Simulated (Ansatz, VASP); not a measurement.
**One calculation of MgO, two programs**

The input INCAR:

```
PREC = Accurate
ENCUT = 600
EDIFF = 1E-6
ISMEAR = 0
SIGMA = 0.05
LREAL = F
LASPH = T
NELM = 120
ALGO = Normal
ISIF = 2
LWAVE = F
LCHARG = F
GGA = PE
NBANDS = 11
GGA_COMPAT = F
```

File KPOINTS:

```
Automatic mesh
0
Gamma
  8 8 8
```

POSCAR

```
MgO
1.0
    2.6437304260      0.0000000000      0.0000000000
    0.0000000000      2.6437304260      0.0000000000
    0.0000000000      0.0000000000      2.6437304260
Mg O
1 1
Direct
    0.0000000000      0.0000000000      0.0000000000
    0.5000000000      0.5000000000      0.5000000000
```

Input for Ansatz:

```yaml
crystal:
  lattice:
    - [2.643730426, 0.0, 0.0]
    - [0.0, 2.643730426, 0.0]
    - [0.0, 0.0, 2.643730426]
  atoms:
    - { symbol: Mg, position: [0.0, 0.0, 0.0] }
    - { symbol: O, position: [0.5, 0.5, 0.5] }
basis:
  ecutwfc: 420
  ecutrho_ratio: 4
kpoints:
  mp_grid: { grid: [8, 8, 8] }
hamiltonian:
  xc: pbe
scf:
  occupations: { method: gaussian, width: 0.05 }
output:
  forces: true
  stress: true
  eigenvalues: true
```

Alike in both runs: task single point; functional PBE; k mesh 8 × 8 × 8; occupations gaussian, width 0.05 eV; no spin polarisation.

|  | VASP | Ansatz |
| --- | --- | --- |
| version | VASP 6.6.1 | Ansatz 0.2.0 |
| potentials or method | VASP PAW PBE potentials, release 64 (Mg, O), cutoff 600 eV | scalar-relativistic, plane waves, PAW |
| valence electrons in the cell | 8 | 16 |

```tsv
	VASP	Ansatz	Ansatz less VASP
gap on the k mesh at the Fermi level (eV)	2.41	2.43	+0.019
least direct gap on the mesh (eV)	3.40	3.42	+0.015
pressure (GPa)	1.7	2.6	+0.94
```

With one functional, cell and mesh, what is left measures potentials, basis and numerics. VASP's potentials hold 8 valence electrons a cell and Ansatz's 16, so a difference there can come from the potentials and not from the codes.
